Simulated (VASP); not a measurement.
Crystal: Si3As2.

```
CELL_PARAMETERS angstrom
2.49504 -4.20016 0.00000
2.49504 4.20016 0.00000
0.00000 0.00000 5.44058
ATOMIC_POSITIONS crystal
Si 0.00000 0.50000 0.50000
Si 0.50000 0.00000 0.50000
Si 0.50000 0.50000 0.00000
As 0.00000 0.00000 0.00000
As 0.00000 0.00000 0.50000
```

The cell was generated, and may not be a known phase.

| Item | Value |
| --- | --- |
| Program | VASP 6.6.1 |
| Task | relaxation of cell and atoms |
| Functional | PBE |
| Potentials or basis | VASP PAW PBE potentials, release 64 (Si, As) |
| Cutoff | 600 eV |
| k mesh | 10 × 10 × 8 |
| Occupations | gaussian, width 0.1 eV |
| Spin | no spin polarisation |

At the start: pressure -0.2 GPa; volume 22.81 Å³/atom.

Question: Where does the relaxation end?

Answer: Over 8 steps the energy falls by 26.6 meV/atom and the volume is 22.83 Å³/atom (+0.1 %); space group Cmmm (No. 65, to 0.1 Å) before and after.

The path:
```
step  energy change (eV)  largest force (eV/Å)  pressure (GPa)  volume (Å³)
   1              0.0000                0.0000           -0.25       114.03
   2             -0.1051                0.0000           -0.21       113.37
   3             -0.1236                0.0000           -0.03       112.90
   4             -0.1237                0.0000           -0.01       112.86
   5             -0.1299                0.0000            0.30       112.81
   6             -0.1310                0.0000            0.50       112.78
   7             -0.1332                0.0000           -0.03       114.21
   8             -0.1332                0.0000            0.00       114.13
```

Final structure:
```
Si As
1.0
     2.42278   -4.44750    0.00000
     2.42278    4.44750    0.00000
     0.00000    0.00000    5.29609
Si As
3 2
Cartesian
  1.2114 2.2238 2.6480
  1.2114 -2.2238 2.6480
  2.4228 0.0000 0.0000
  0.0000 0.0000 0.0000
  2.4228 4.4475 2.6480
```
